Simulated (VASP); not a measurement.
# Mg (P6_3/mmc) in VASP: vibrations by perturbation theory with PBEsol

Aim: the vibrations by perturbation theory of Mg with PBEsol.

Everything below comes from runs of VASP 6.6.1. Logs are shortened: lines on timing, memory, paths and dates and some standing lists are left out, and cuts for length are marked.

**1. The cell of the first run**

Symmetry: P6_3/mmc, No. 194, hexagonal system. The conventional cell has a = 3.193 Å, b = 3.193 Å, c = 5.096 Å, α = 90.00°, β = 90.00°, γ = 120.00°. Within 4.1 Å of Mg (site symmetry -6m2) lie 12 Mg at 3.14 to 3.19 Å.

**2. Vibrations by perturbation theory, PBEsol**

Input file INCAR:

```
PREC     = Accurate       # precision mode
ENCUT    = 520            # plane-wave cutoff, eV
EDIFF    = 1E-8           # SCF threshold, eV
ISMEAR   = 1              # smearing method
SIGMA    = 0.2            # smearing width, eV
LREAL    = F              # projectors in reciprocal space
LASPH    = T              # aspherical terms in the spheres
NELM     = 100            # most SCF steps
ALGO     = Fast           # electronic algorithm
ISIF     = 2              # what is computed and relaxed
LWAVE    = F              # write WAVECAR
LCHARG   = F              # write CHGCAR
GGA      = PS             # functional
IBRION   = 8              # ionic algorithm
NSW      = 1              # ionic steps
```

Input file KPOINTS:

```
regular mesh
0
Gamma
  12 12 8
```

Input file POSCAR:

```
Mg
1.0
    3.1928231455      0.0000000000      0.0000000000
   -1.5964115727      2.7650659538      0.0000000000
    0.0000000000      0.0000000000      5.0956408444
Mg
2
Direct
    0.3333333333      0.6666666667      0.7500000000
    0.6666666667      0.3333333333      0.2500000000
```

Potentials or basis: VASP PAW PBE potentials, release 64 (Mg).

Launch:

```bash
> cat potpaw_PBE.64/Mg/POTCAR > POTCAR
> mpirun -np 1 vasp_std > vasp.out
```

OUTCAR:

```text
PREC = Accurate
   ENCUT = 520
   EDIFF = 1E-8
   ISMEAR = 1
   LREAL = F
   LASPH = T
   NELM = 100
   ISIF = 2
   GGA = PS
   IBRION = 8
   NSW = 1

 ion  position               nearest neighbor table
   1  0.333  0.667  0.750-   2 3.14   2 3.14   2 3.14   2 3.14   2 3.14   2 3.14
   2  0.667  0.333  0.250-   1 3.14   1 3.14   1 3.14   1 3.14   1 3.14   1 3.14

  LATTYP: Found a hexagonal cell.
 ALAT       =     3.1928231455
 C/A-ratio  =     1.5959671464

  Lattice vectors:

 A1 = (   3.1928231455,   0.0000000000,   0.0000000000)
 A2 = (  -1.5964115727,   2.7650659538,   0.0000000000)
 A3 = (   0.0000000000,   0.0000000000,   5.0956408444)

Analysis of symmetry for initial positions (statically):
=====================================================================
 Subroutine PRICEL returns:
 Original cell was already a primitive cell.

 Routine SETGRP: Setting up the symmetry group for a
 hexagonal supercell.

 Subroutine GETGRP returns: Found 24 space group operations
 (whereof 12 operations were pure point group operations)
 out of a pool of 24 trial point group operations.

The static configuration has the point symmetry D_3d.
 The point group associated with its full space group is D_6h.

Analysis of symmetry for dynamics (positions and initial velocities):
=====================================================================
 Subroutine PRICEL returns:
 Original cell was already a primitive cell.

 Routine SETGRP: Setting up the symmetry group for a
 hexagonal supercell.

 Subroutine GETGRP returns: Found 24 space group operations
 (whereof 12 operations were pure point group operations)
 out of a pool of 24 trial point group operations.

The dynamic configuration has the point symmetry D_3d.
 The point group associated with its full space group is D_6h.

 Subroutine INISYM returns: Found 24 space group operations
 (whereof 12 operations are pure point group operations),
 and found     1 'primitive' translations

----------------------------------------------------------------------------------------

                                     Primitive cell

  volume of cell :      44.9862

  direct lattice vectors                    reciprocal lattice vectors
     3.192823145  0.000000000  0.000000000     0.313202440  0.180827513  0.000000000
    -1.596411573  2.765065954  0.000000000     0.000000000  0.361655026  0.000000000
     0.000000000  0.000000000  5.095640844     0.000000000  0.000000000  0.196246170

  length of vectors
     3.192823145  3.192823145  5.095640844     0.361655026  0.361655026  0.196246170

  position of ions in fractional coordinates (direct lattice)
     0.333333333  0.666666667  0.750000000
     0.666666667  0.333333333  0.250000000

  ion indices of the primitive-cell ions
   primitive index   ion index
                 1           1
                 2           2

----------------------------------------------------------------------------------------

 KPOINTS: regular mesh

Automatic generation of k-mesh.
 Grid dimensions read from file:
 generate k-points for:   12   12    8

 Generating k-lattice:

  Cartesian coordinates                     Fractional coordinates (reciprocal lattice)
     0.026100203  0.015068959  0.000000000     0.083333333  0.000000000  0.000000000
     0.000000000  0.030137919  0.000000000     0.000000000  0.083333333  0.000000000
     0.000000000  0.000000000  0.024530771     0.000000000  0.000000000  0.125000000

  Length of vectors
     0.030137919  0.030137919  0.024530771

  Shift w.r.t. Gamma in fractional coordinates (k-lattice)
     0.000000000  0.000000000  0.000000000

[... 78 lines left out ...]
   IVDW    =     0    specifies the selected vdW correction
   LEPSILON=     F    determine dielectric tensor
   LRPA    =     F    only Hartree local field effects (RPA)
 non-spin polarized calculation
 RMM-DIIS sequential band-by-band and
 Methfessel and Paxton  Order N= 1 SIGMA  =   0.20
  energy-cutoff  :      520.00
  volume of cell :       44.99
 maximum number of plane-waves:      1236
 NGX is ok and might be reduce to    24
   NGX = 11   NGY = 11   NGZ = 19

--------------------------------------- Ionic step        1  -------------------------------------------

 number of electron       4.0000000 magnetization

 Free energy of the ion-electron system (eV)
  ---------------------------------------------------
  ext. energy  EPLUGINS =         0.00000000
  ---------------------------------------------------
  free energy    TOTEN  =        -3.44608167 eV

  energy without entropy =       -3.44592354  energy(sigma->0) =       -3.44602896

 E-fermi :   2.6278     XC(G=0):  -8.5976

 val. band max:        2.6206716051   @ k =   0.4167   0.1667   0.5000
 cond. band min:       2.6507326969   @ k =   0.3333   0.3333   0.3750
 fundamental gap:      0.0300610917
 Fermi energy:         2.6278078059

 k-point     1 :       0.0000    0.0000    0.0000
  band No.  band energies     occupation
      1      -4.3188      2.00000
      2       1.0710      2.00000
      3       1.6224      2.00000
      4      13.5605      0.00000
      5      13.5646      0.00000
      6      13.6784      0.00000
[... 199 lines left out ...]
 k-point    24 :       0.3333    0.0000    0.1250
  band No.  band energies     occupation
      1      -2.0622      2.00000
      2       2.0506      2.00035
      3       4.0435     -0.00000
      4       5.1720     -0.00000
      5       8.1376      0.00000
      6      10.0360      0.00000

 [... further k-points ...]
[... 5 lines left out ...]
  --------------------------------------------------------------------------------------
  -------------------------------------------------------------------------------------
  Total       -0.0102489     -0.0102489     -0.0230843     -0.0000000      0.0000000      0.0000000
  in kB       -0.3650149     -0.3650149     -0.8221446     -0.0000000      0.0000000      0.0000000
  external PRESSURE =      -0.5173914 kB  Pullay stress =       0.0000000 kB

 VOLUME and BASIS-vectors are now :
 -----------------------------------------------------------------------------
  energy-cutoff  :      520.00
  volume of cell :       44.99
      direct lattice vectors                 reciprocal lattice vectors
     3.192823145  0.000000000  0.000000000     0.313202440  0.180827513  0.000000000
    -1.596411573  2.765065954  0.000000000     0.000000000  0.361655026  0.000000000
     0.000000000  0.000000000  5.095640844     0.000000000  0.000000000  0.196246170

 POSITION                                       TOTAL-FORCE (eV/Angst)
 -----------------------------------------------------------------------------------
     -0.00000      1.84338      3.82173         0.000000     -0.000000      0.000000
      1.59641      0.92169      1.27391        -0.000000      0.000000      0.000000
 -----------------------------------------------------------------------------------
    total drift:                                0.000000     -0.000000      0.000000

  FREE ENERGIE OF THE ION-ELECTRON SYSTEM (eV)
  ---------------------------------------------------
  free  energy   TOTEN  =        -3.4460816715 eV

  energy  without entropy=       -3.4459235351  energy(sigma->0) =       -3.44602896

[... ionic steps 2 to 3 ...]

--------------------------------------- Ionic step        4  -------------------------------------------

------------------------ aborting loop because EDIFF is reached ----------------------------------------

[... ionic steps 5 to 5 ...]

--------------------------------------- Ionic step        6  -------------------------------------------

 Free energy of the ion-electron system (eV)
  ---------------------------------------------------
  ---------------------------------------------------
  free energy    TOTEN  =        -0.00393546 eV

  energy without entropy =       -0.00393546

------------------------ aborting loop because EDIFF is reached ----------------------------------------

 INTERNAL STRAIN TENSOR  FOR ION    1  DIRECTION 3   (eV/Angst):
 -----------------------------------------------------------------------------
     0.00300 -0.00000 -0.00000
     0.00000  0.00300 -0.00000
    -0.00000 -0.00000 -0.00725

 INTERNAL STRAIN TENSOR FOR ION    2 for displacements in x,y,z  (eV/Angst):
          X           Y           Z          XY          YZ          ZX
  --------------------------------------------------------------------------------
  x     0.00000    -0.00000    -0.00000     0.97359     0.00000     0.00000
  y     0.97359    -0.97359    -0.00000    -0.00000     0.00000     0.00000
  z     0.00000    -0.00000     0.00000    -0.00000    -0.00000    -0.00000

 SECOND DERIVATIVES (NOT SYMMETRIZED)
 ------------------------------------
               1X          1Y          1Z          2X          2Y          2Z
  1X    -0.782109   -0.000000    0.000000    0.782109    0.000000    0.000000
  1Y    -0.000000   -0.782109    0.000000    0.000000    0.782109    0.000000
  1Z     0.000000    0.000000   -3.106403   -0.000000    0.000000    3.106403
  2X     0.782109    0.000000    0.000000   -0.782109   -0.000000    0.000000
  2Y     0.000000    0.782109    0.000000   -0.000000   -0.782109    0.000000
  2Z    -0.000000    0.000000    3.106403    0.000000    0.000000   -3.106403

 Eigenvectors and eigenvalues of the dynamical matrix
 ----------------------------------------------------

   1 f  =    7.903997 THz    49.662280 2PiTHz  263.648970 cm-1    32.688291 meV
             X         Y         Z           dx          dy          dz
     -0.000000  1.843377  3.821731     0.000000    0.000000   -0.707107
      1.596412  0.921689  1.273910    -0.000000    0.000000    0.707107
[... 16 lines left out ...]
   5 f  =    0.000000 THz     0.000000 2PiTHz    0.000000 cm-1     0.000000 meV
             X         Y         Z           dx          dy          dz
     -0.000000  1.843377  3.821731    -0.000000    0.000000    0.707107
      1.596412  0.921689  1.273910     0.000000    0.000000    0.707107

   6 f/i=    0.000000 THz     0.000000 2PiTHz    0.000001 cm-1     0.000000 meV
             X         Y         Z           dx          dy          dz
     -0.000000  1.843377  3.821731     0.440360   -0.553248   -0.000000
      1.596412  0.921689  1.273910     0.440360   -0.553248    0.000000

--------------------------------------------------------------------------------------------------------

 ELASTIC MODULI CONTR FROM IONIC RELAXATION (kBar)
 Direction    XX          YY          ZZ          XY          YZ          ZX
 --------------------------------------------------------------------------------
 XX         -43.1631     43.1631      0.0000     -0.0000     -0.0000     -0.0000
 YY          43.1631    -43.1631     -0.0000     -0.0000      0.0000      0.0000
 ZZ           0.0000     -0.0000     -0.0000      0.0000      0.0000      0.0000
 XY          -0.0000     -0.0000      0.0000    -43.1631      0.0000      0.0000
 YZ          -0.0000      0.0000      0.0000      0.0000     -0.0000     -0.0000
 ZX          -0.0000      0.0000      0.0000      0.0000     -0.0000     -0.0000
 --------------------------------------------------------------------------------
```

Run time: 1.7 min. Hardware: 1 thread of AMD EPYC 7R13 (Zen 3), shared host; peak memory 0.32 GiB.

Results:

- Highest phonon frequency at Γ: 264 cm⁻¹

Phonon frequencies in cm⁻¹ (negative: imaginary):
```tsv
q point	frequencies
(0.000, 0.000, 0.000)	0 0 0 132 132 264
```

Caveat: the PAW data sets were made with another functional, which shifts forces and pressure a little.
